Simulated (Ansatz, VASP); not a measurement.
Na: VASP beside Ansatz

```
Na
1.0
    -2.14100    2.14100    2.14100
     2.14100   -2.14100    2.14100
     2.14100    2.14100   -2.14100
Na
1
Direct
  0.00000 0.00000 0.00000
```

Alike in both runs: task single point; functional PBE; k mesh 6 × 6 × 6; occupations gaussian, width 0.1 eV; no spin polarisation.

|  | VASP | Ansatz |
| --- | --- | --- |
| version | VASP 6.6.1 | Ansatz 0.2.0 |
| potentials or method | VASP PAW PBE potentials, release 64 (Na_pv), cutoff 500 eV | scalar-relativistic, plane waves, PAW |
| valence electrons in the cell | 7 | 9 |

Ansatz gave:

| Item | Value |
| --- | --- |
| gap on the k mesh at the Fermi level (eV) | none |
| pressure (GPa) | -0.3 |

**Question.** Estimate VASP's values.

**Answer.** gap on the k mesh at the Fermi level (eV): none; pressure (GPa): -0.4.

A gap of «none» marks a metal or a gap that the smearing closes. VASP's potentials hold 7 valence electrons a cell and Ansatz's 9, so a difference there can come from the potentials and not from the codes.
